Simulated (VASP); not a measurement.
Wanted: the native input for a VASP 6.6.1 run.

```yaml
Task: single point
Functional: r2SCAN-based global hybrid with 15 % exact exchange
Potentials_or_basis: VASP PAW PBE potentials, release 64 (Cd, O)
Cutoff: 580 eV
k_mesh: 6 × 6 × 6
Occupations: gaussian, width 0.05 eV
Spin: no spin polarisation
Dipole_correction: no
Grid_for_exact_exchange_PRECFOCK: Normal
Share_of_exact_exchange: 0.15
Further_INCAR_settings: ALGO = Normal; EDIFF = 1e-06; NBANDS = 16
```

The system is CdO.

```
Cd O
1.0
     0.00000    2.34815    2.34815
     2.34815    0.00000    2.34815
     2.34815    2.34815    0.00000
Cd O
1 1
Direct
  0.00000 0.00000 0.00000
  0.50000 0.50000 0.50000
```

The input as run:

POSCAR

```
CdO
1.0
    0.0000000000      2.3481500455      2.3481500455
    2.3481500455      0.0000000000      2.3481500455
    2.3481500455      2.3481500455      0.0000000000
Cd O
1 1
Direct
    0.0000000000      0.0000000000      0.0000000000
    0.5000000000      0.5000000000      0.5000000000
```

INCAR.step1

```
SYSTEM = CdO
PREC = Accurate
ENCUT = 580
EDIFF = 1E-5
ISMEAR = 0
SIGMA = 0.05
LREAL = .FALSE.
LASPH = .TRUE.
NELM = 120
ALGO = Normal
ISIF = 2
LWAVE = .TRUE.
GGA = PE
NBANDS = 16
GGA_COMPAT = .FALSE.
```

INCAR.step2

```
SYSTEM = CdO
PREC = Accurate
ENCUT = 580
EDIFF = 1E-6
ISMEAR = 0
SIGMA = 0.05
LREAL = .FALSE.
LASPH = .TRUE.
NELM = 120
ALGO = Normal
ISIF = 2
LWAVE = .FALSE.
LCHARG = .TRUE.
METAGGA = R2SCAN
LHFCALC = .TRUE.
AEXX = 0.15
LMIXTAU = .TRUE.
PRECFOCK = Normal
LELF = .TRUE.
LVHAR = .TRUE.
ISTART = 1
NBANDS = 16
GGA_COMPAT = .FALSE.
```

KPOINTS

```
Automatic mesh
0
G
  6 6 6
  0 0 0
```

Potentials or basis: VASP PAW PBE potentials, release 64 (Cd, O).

Run with:

```console
$ cat potpaw_PBE.64/Cd/POTCAR potpaw_PBE.64/O/POTCAR > POTCAR
$ cp INCAR.step1 INCAR
$ mpirun -np 1 vasp_std > vasp.out
$ cp INCAR.step2 INCAR
$ mpirun -np 1 vasp_std > vasp.out
```

It gave:

```
Pressure               : 0.6 GPa
Band gap on the k mesh : 1.19 eV (least direct gap 2.55 eV)
```

Caveat: the PAW data sets were made with another functional, which shifts forces and pressure a little.

Wall time 32 min on 1 thread of Intel(R) Xeon(R) Platinum 8259CL CPU @ 2.50GHz (Skylake/Cascade Lake) (shared host), peak memory 0.18 GiB.
